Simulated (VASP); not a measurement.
# Si3Sn (Pm-3m) in VASP: notebook, part 2 of 2

VASP 6.6.1. The steps go on from the part before.

## 3. Relaxation of cell and atoms, PBE

This run uses another cell than the first one, of 18.41 Å³/atom.

INCAR reads:

```
SYSTEM = Si3Sn
PREC     = Accurate       ! precision mode
ENCUT    = 600            ! plane-wave cutoff, eV
EDIFF    = 1E-6           ! SCF threshold, eV
ISMEAR   = 0              ! smearing method
SIGMA    = 0.1            ! smearing width, eV
LREAL    = .FALSE.        ! projectors in reciprocal space
LASPH    = .TRUE.         ! aspherical terms in the spheres
NELM     = 100            ! most SCF steps
ALGO     = Normal         ! electronic algorithm
ISIF     = 3              ! what is computed and relaxed
LWAVE    = .FALSE.        ! write WAVECAR
LCHARG   = .FALSE.        ! write CHGCAR
GGA      = PE             ! functional
IBRION   = 2              ! ionic algorithm
NSW      = 100            ! ionic steps
EDIFFG   = -0.01          ! ionic threshold
```

KPOINTS reads:

```
regular mesh
0
G
  12 12 12
  0 0 0
```

POSCAR reads:

```
Si3Sn
1.0
    4.1918899100      0.0000000000      0.0000000000
    0.0000000000      4.1918899100      0.0000000000
    0.0000000000      0.0000000000      4.1918899100
Si Sn
3 1
Direct
    0.5000000000      0.0000000000      0.5000000000
    0.0000000000      0.5000000000      0.5000000000
    0.5000000000      0.5000000000      0.0000000000
    0.0000000000      0.0000000000      0.0000000000
```

Potentials or basis: VASP PAW PBE potentials, release 64 (Si, Sn_d).

The run is started by

```bash
$ cat potpaw_PBE.64/Si/POTCAR potpaw_PBE.64/Sn_d/POTCAR > POTCAR
$ mpirun -np 1 vasp_std > vasp.out
```

OUTCAR:

```text
SYSTEM = Si3Sn
   PREC = Accurate
   ENCUT = 600
   EDIFF = 1E-6
   ISMEAR = 0
   LREAL = .FALSE.
   LASPH = .TRUE.
   NELM = 100
   ISIF = 3
   GGA = PE
   IBRION = 2
   NSW = 100
   EDIFFG = -0.01

 ion  position               nearest neighbor table
   1  0.500  0.000  0.500-   2 2.96   3 2.96   4 2.96   3 2.96   4 2.96   2 2.96   3 2.96   3 2.96
                             2 2.96   4 2.96   4 2.96   2 2.96
   2  0.000  0.500  0.500-   1 2.96   3 2.96   4 2.96   3 2.96   4 2.96   1 2.96   4 2.96   4 2.96
                             1 2.96   3 2.96   3 2.96   1 2.96
   3  0.500  0.500  0.000-   1 2.96   2 2.96   4 2.96   1 2.96   2 2.96   1 2.96   4 2.96   1 2.96
                             2 2.96   4 2.96   2 2.96   4 2.96
   4  0.000  0.000  0.000-   1 2.96   2 2.96   3 2.96   1 2.96   2 2.96   2 2.96   3 2.96   2 2.96
                             1 2.96   3 2.96   1 2.96   3 2.96

  LATTYP: Found a simple cubic cell.
 ALAT       =     4.1918899100

  Lattice vectors:

 A1 = (   4.1918899100,   0.0000000000,   0.0000000000)
 A2 = (   0.0000000000,   4.1918899100,   0.0000000000)
 A3 = (   0.0000000000,   0.0000000000,   4.1918899100)

Analysis of symmetry for initial positions (statically):
=====================================================================
 Subroutine PRICEL returns:
 Original cell was already a primitive cell.

 Routine SETGRP: Setting up the symmetry group for a
 simple cubic supercell.

 Subroutine GETGRP returns: Found 48 space group operations
 (whereof 48 operations were pure point group operations)
 out of a pool of 48 trial point group operations.

The static configuration has the point symmetry O_h .

Analysis of symmetry for dynamics (positions and initial velocities):
=====================================================================
 Subroutine PRICEL returns:
 Original cell was already a primitive cell.

 Routine SETGRP: Setting up the symmetry group for a
 simple cubic supercell.
[... 182 lines left out ...]
      2.09594      0.00000      2.09594         0.000000      0.000000      0.000000
      0.00000      2.09594      2.09594         0.000000      0.000000      0.000000
      2.09594      2.09594      0.00000         0.000000      0.000000      0.000000
      0.00000      0.00000      0.00000         0.000000      0.000000      0.000000
 -----------------------------------------------------------------------------------
    total drift:                                0.000000     -0.000000     -0.000000

  FREE ENERGIE OF THE ION-ELECTRON SYSTEM (eV)
  ---------------------------------------------------
  free  energy   TOTEN  =       -17.6011007360 eV

  energy  without entropy=      -17.5913861912  energy(sigma->0) =      -17.59624346

--------------------------------------- Ionic step        2  -------------------------------------------

 number of electron      25.9999996 magnetization

 Free energy of the ion-electron system (eV)
  ---------------------------------------------------
  ext. energy  EPLUGINS =         0.00000000
  ---------------------------------------------------
  free energy    TOTEN  =       -17.60214162 eV

  energy without entropy =      -17.59310036  energy(sigma->0) =      -17.59762099

 E-fermi :   8.7597     XC(G=0): -10.7309

 val. band max:        8.7350734435   @ k =   0.3333   0.3333   0.0000
 cond. band min:       8.7787255351   @ k =   0.5000   0.0833   0.0833
 fundamental gap:      0.0436520916
 Fermi energy:         8.7597431716

 k-point     1 :       0.0000    0.0000    0.0000
  band No.  band energies     occupation
      1     -12.7807      2.00000
      2     -12.7807      2.00000
      3     -12.7656      2.00000
      4     -12.7656      2.00000
      5     -12.7656      2.00000
      6      -4.0602      2.00000
[... 457 lines left out ...]
      4     -12.7698      2.00000
      5     -12.7516      2.00000
      6      -1.6652      2.00000
[... 9 lines left out ...]
     16      10.6479      0.00000
     17      10.7629      0.00000

 [... further k-points ...]
[... 5 lines left out ...]
  --------------------------------------------------------------------------------------
  -------------------------------------------------------------------------------------
  Total       -0.0081280     -0.0081280     -0.0081280     -0.0000000      0.0000000     -0.0000000
  in kB       -0.1752361     -0.1752361     -0.1752361     -0.0000000      0.0000000     -0.0000000
  external PRESSURE =      -0.1752361 kB  Pullay stress =       0.0000000 kB

 VOLUME and BASIS-vectors are now :
 -----------------------------------------------------------------------------
  energy-cutoff  :      600.00
  volume of cell :       74.31
      direct lattice vectors                 reciprocal lattice vectors
     4.204273577  0.000000000 -0.000000000     0.237853218 -0.000000000 -0.000000000
     0.000000000  4.204273577  0.000000000    -0.000000000  0.237853218 -0.000000000
     0.000000000  0.000000000  4.204273577     0.000000000 -0.000000000  0.237853218

 POSITION                                       TOTAL-FORCE (eV/Angst)
 -----------------------------------------------------------------------------------
      2.10214      0.00000      2.10214        -0.000000     -0.000000      0.000000
      0.00000      2.10214      2.10214        -0.000000     -0.000000      0.000000
      2.10214      2.10214     -0.00000        -0.000000     -0.000000      0.000000
      0.00000      0.00000      0.00000         0.000000      0.000000      0.000000
 -----------------------------------------------------------------------------------
    total drift:                                0.000000     -0.000000     -0.000000

  FREE ENERGIE OF THE ION-ELECTRON SYSTEM (eV)
  ---------------------------------------------------
  free  energy   TOTEN  =       -17.6021416210 eV

  energy  without entropy=      -17.5931003575  energy(sigma->0) =      -17.59762099

 reached required accuracy - stopping structural energy minimisation
```

CONTCAR:

```text
Si3Sn
   1.00000000000000
     4.2042735769630886    0.0000000000000000   -0.0000000000000000
     0.0000000000000000    4.2042735769630886    0.0000000000000000
     0.0000000000000000    0.0000000000000000    4.2042735769630886
  Si              Sn
     3     1
Direct
     0.5000000000000000    0.0000000000000000    0.5000000000000000
     0.0000000000000000    0.5000000000000000    0.5000000000000000
     0.5000000000000000    0.5000000000000000    0.0000000000000000
     0.0000000000000000    0.0000000000000000    0.0000000000000000

  0.00000000E+00  0.00000000E+00  0.00000000E+00
  0.00000000E+00  0.00000000E+00  0.00000000E+00
  0.00000000E+00  0.00000000E+00  0.00000000E+00
  0.00000000E+00  0.00000000E+00  0.00000000E+00
```

Run time: 59 s. Hardware: 1 thread of Intel Xeon 6975P-C (Granite Rapids), shared host; peak memory 0.29 GiB.

Results:

* Free energy: -17.6021 eV
* Relaxed volume: 18.58 Å³/atom
* Relaxed cell: a = 4.204 Å, b = 4.204 Å, c = 4.204 Å, α = 90.00°, β = 90.00°, γ = 90.00°
* Space group after relaxing (to 0.1 Å): Pm-3m (No. 221)
* Energy gained by relaxing: 0.3 meV/atom
* Ionic steps: 2
* Pressure after relaxing: 0.0 GPa
* Band gap on the k mesh: zero (bands 13 and 14 overlap by 2.84 eV)

Step by step:
```csv
step,energy change (eV),largest force (eV/Å),pressure (GPa),volume (Å³)
1,0.0000,0.0000,0.53,73.66
2,-0.0010,0.0000,-0.02,74.31
```

Final structure:
```
CELL_PARAMETERS angstrom
4.20427 0.00000 0.00000
0.00000 4.20427 0.00000
0.00000 0.00000 4.20427
ATOMIC_POSITIONS crystal
Si 0.50000 0.00000 0.50000
Si 0.00000 0.50000 0.50000
Si 0.50000 0.50000 0.00000
Sn 0.00000 0.00000 0.00000
```

Caveat: spin-orbit coupling is left out, which moves the levels of the heavy elements.

## 4. Single point, PBE

This run uses another cell than the first one, of 18.41 Å³/atom.

INCAR reads:

```
SYSTEM = Si3Sn
ALGO     = Normal         ! electronic algorithm
EDIFF    = 1E-6           ! SCF threshold, eV
ENCUT    = 520            ! plane-wave cutoff, eV
GGA      = PE             ! functional
ISIF     = 2              ! what is computed and relaxed
ISMEAR   = 0              ! smearing method
LASPH    = .True.         ! aspherical terms in the spheres
LCHARG   = .True.         ! write CHGCAR
LELF     = .True.         ! ELF
LREAL    = .False.        ! projectors in reciprocal space
LVHAR    = .True.       
LWAVE    = .False.        ! write WAVECAR
NBANDS   = 21             ! bands
NELM     = 100            ! most SCF steps
PREC     = Accurate       ! precision mode
SIGMA    = 0.1            ! smearing width, eV
```

KPOINTS reads:

```
k-points
0
Gamma
  4 4 4
  0 0 0
```

POSCAR is that of step 3.

Potentials or basis: VASP PAW PBE potentials, release 64 (Si, Sn_d).

The run is started by

```bash
$ cat potpaw_PBE.64/Si/POTCAR potpaw_PBE.64/Sn_d/POTCAR > POTCAR
$ mpirun -np 1 vasp_std > vasp.out
```

OUTCAR:

```text
SYSTEM = Si3Sn
   EDIFF = 1E-6
   ENCUT = 520
   GGA = PE
   ISIF = 2
   ISMEAR = 0
   LASPH = .True.
   LREAL = .False.
   NELM = 100
   PREC = Accurate

 ion  position               nearest neighbor table
   1  0.500  0.000  0.500-   2 2.96   3 2.96   4 2.96   3 2.96   4 2.96   2 2.96   3 2.96   3 2.96
                             2 2.96   4 2.96   4 2.96   2 2.96
   2  0.000  0.500  0.500-   1 2.96   3 2.96   4 2.96   3 2.96   4 2.96   1 2.96   4 2.96   4 2.96
                             1 2.96   3 2.96   3 2.96   1 2.96
   3  0.500  0.500  0.000-   1 2.96   2 2.96   4 2.96   1 2.96   2 2.96   1 2.96   4 2.96   1 2.96
                             2 2.96   4 2.96   2 2.96   4 2.96
   4  0.000  0.000  0.000-   1 2.96   2 2.96   3 2.96   1 2.96   2 2.96   2 2.96   3 2.96   2 2.96
                             1 2.96   3 2.96   1 2.96   3 2.96

  LATTYP: Found a simple cubic cell.
 ALAT       =     4.1918899100

  Lattice vectors:

 A1 = (   4.1918899100,   0.0000000000,   0.0000000000)
 A2 = (   0.0000000000,   4.1918899100,   0.0000000000)
 A3 = (   0.0000000000,   0.0000000000,   4.1918899100)

Analysis of symmetry for initial positions (statically):
=====================================================================
 Subroutine PRICEL returns:
 Original cell was already a primitive cell.

 Routine SETGRP: Setting up the symmetry group for a
 simple cubic supercell.

 Subroutine GETGRP returns: Found 48 space group operations
 (whereof 48 operations were pure point group operations)
 out of a pool of 48 trial point group operations.

The static configuration has the point symmetry O_h .

Analysis of symmetry for dynamics (positions and initial velocities):
=====================================================================
 Subroutine PRICEL returns:
 Original cell was already a primitive cell.

 Routine SETGRP: Setting up the symmetry group for a
 simple cubic supercell.

[... 111 lines left out ...]
   IMIX   =      4    mixing-type and parameters
     AMIX     =   0.40;   BMIX     =  1.00
     AMIX_MAG =   1.60;   BMIX_MAG =  1.00
  volume/ion in A,a.u.               =      18.41       124.27
  Fermi-wavevector in a.u.,A,eV,Ry     =   1.156972  2.186360 18.212535  1.338584
  Thomas-Fermi vector in A             =   2.293587
   LORBIT       =      0    0 simple, 1 ext, 2 COOP (PROOUT), +10 PAW based schemes
   GGA     = PE    functional components
   LHFCALC =     F    Hartree Fock is set to
   AEXX    =    0.0000 exact exchange contribution
   IVDW    =     0    specifies the selected vdW correction
   LEPSILON=     F    determine dielectric tensor
   LRPA    =     F    only Hartree local field effects (RPA)
 non-spin polarized calculation
 Gauss-broadening in eV      SIGMA  =   0.10
  energy-cutoff  :      520.00
  volume of cell :       73.66
 maximum number of plane-waves:      2000
 NGX is ok and might be reduce to    32
   NGX = 15   NGY = 15   NGZ = 15

 number of electron      25.9999987 magnetization

 Free energy of the ion-electron system (eV)
  ---------------------------------------------------
  ext. energy  EPLUGINS =         0.00000000
  ---------------------------------------------------
  free energy    TOTEN  =       -17.57467928 eV

  energy without entropy =      -17.55271117  energy(sigma->0) =      -17.56369523

 E-fermi :   8.9133     XC(G=0): -10.7650

 val. band max:        8.8966637157   @ k =   0.5000   0.5000   0.0000
 cond. band min:       8.9379762017   @ k =   0.2500   0.0000   0.0000
 fundamental gap:      0.0413124860
 Fermi energy:         8.9133056351

 k-point     1 :       0.0000    0.0000    0.0000
  band No.  band energies     occupation
      1     -12.6425      2.00000
      2     -12.6425      2.00000
      3     -12.6270      2.00000
      4     -12.6270      2.00000
      5     -12.6270      2.00000
      6      -4.0189      2.00000
[... 229 lines left out ...]
     20      17.5115      0.00000
     21      17.5115      0.00000

------------------------ aborting loop because EDIFF is reached ----------------------------------------

  FORCE on cell =-STRESS in cart. coord.  units (eV):
  Direction    XX          YY          ZZ          XY          YZ          ZX
  --------------------------------------------------------------------------------------
  -------------------------------------------------------------------------------------
  Total        1.1505478      1.1505478      1.1505478     -0.0000000      0.0000000      0.0000000
  in kB       25.0256664     25.0256664     25.0256664     -0.0000000      0.0000000      0.0000000
  external PRESSURE =      25.0256664 kB  Pullay stress =       0.0000000 kB

 VOLUME and BASIS-vectors are now :
 -----------------------------------------------------------------------------
  energy-cutoff  :      520.00
  volume of cell :       73.66
      direct lattice vectors                 reciprocal lattice vectors
     4.191889910  0.000000000  0.000000000     0.238555883  0.000000000  0.000000000
     0.000000000  4.191889910  0.000000000     0.000000000  0.238555883  0.000000000
     0.000000000  0.000000000  4.191889910     0.000000000  0.000000000  0.238555883

 POSITION                                       TOTAL-FORCE (eV/Angst)
 -----------------------------------------------------------------------------------
      2.09594      0.00000      2.09594         0.000000      0.000000      0.000000
      0.00000      2.09594      2.09594         0.000000      0.000000      0.000000
      2.09594      2.09594      0.00000         0.000000      0.000000      0.000000
      0.00000      0.00000      0.00000         0.000000      0.000000      0.000000
 -----------------------------------------------------------------------------------
    total drift:                               -0.000000      0.000000     -0.000000

  FREE ENERGIE OF THE ION-ELECTRON SYSTEM (eV)
  ---------------------------------------------------
  free  energy   TOTEN  =       -17.5746792822 eV

  energy  without entropy=      -17.5527111690  energy(sigma->0) =      -17.56369523
```

OSZICAR:

```text
N       E                     dE             d eps       ncg     rms          rms(c)
DAV:   1     0.151518450136E+03    0.15152E+03   -0.11563E+04   445   0.140E+03
DAV:   2    -0.304688558908E+01   -0.15457E+03   -0.14777E+03   433   0.359E+02
DAV:   3    -0.172407748496E+02   -0.14194E+02   -0.13879E+02   525   0.876E+01
DAV:   4    -0.176453619959E+02   -0.40459E+00   -0.40316E+00   545   0.141E+01
DAV:   5    -0.176572607397E+02   -0.11899E-01   -0.11895E-01   563   0.257E+00    0.383E+00
DAV:   6    -0.175948557715E+02    0.62405E-01   -0.78798E-02   516   0.337E+00    0.220E+00
DAV:   7    -0.175761035200E+02    0.18752E-01   -0.33925E-02   540   0.171E+00    0.295E-01
DAV:   8    -0.175747491250E+02    0.13544E-02   -0.30909E-03   551   0.579E-01    0.796E-02
DAV:   9    -0.175746783336E+02    0.70791E-04   -0.24762E-04   489   0.113E-01    0.668E-02
DAV:  10    -0.175746797344E+02   -0.14008E-05   -0.13994E-05   550   0.326E-02    0.396E-02
DAV:  11    -0.175746792822E+02    0.45218E-06   -0.37581E-06   413   0.150E-02
   1 F= -.17574679E+02 E0= -.17563695E+02  d E =-.219681E-01
```

stdout:

```text
POSCAR found type information on POSCAR SiSn
 POSCAR found :  2 types and       4 ions
 scaLAPACK will be used
 LDA part: xc-table for (Slater+PW92), standard interpolation
 POSCAR, INCAR and KPOINTS ok, starting setup
 FFT: planning ... GRIDC
 FFT: planning ... GRID_SOFT
 FFT: planning ... GRID
 WAVECAR not read
 entering main loop
```

Run time: 5 s. Hardware: 1 thread of Intel Xeon 6975P-C (Granite Rapids), shared host; peak memory 0.18 GiB.

Results:

- Free energy: -17.5747 eV
- Pressure: 2.5 GPa
- Band gap on the k mesh: zero (bands 13 and 14 overlap by 2.87 eV)

Caveat: the k points lie up to 0.37 Å⁻¹ apart, too coarse for converged energies and pressures of a metal; spin-orbit coupling is left out, which moves the levels of the heavy elements.

## 5. Overview

| task | cell | k mesh | cutoff (eV) | gap on the mesh (eV) | pressure (GPa) |
| --- | --- | --- | --- | --- | --- |
| single point | a = 4.204 Å, 4 atoms | 12 × 12 × 12 | 520 | none | 0.0 |
| relaxation of cell and atoms | relaxed from a = 4.192 Å, 4 atoms | 12 × 12 × 12 | 600 | none | 0.0 |
| single point | a = 4.192 Å, 4 atoms | 4 × 4 × 4 | 520 | none | 2.5 |

Alike in all rows: level PBE; potentials or basis VASP PAW PBE potentials, release 64 (Si, Sn_d); no spin polarisation; smearing gaussian 0.1 eV.

Caveats: some runs use coarse meshes; spin-orbit coupling is left out, which moves the levels of the heavy elements.

Absolute energies hang on the potentials; compare differences alone.

The gap in the log of VASP goes by the Fermi energy; the results here count the filled bands.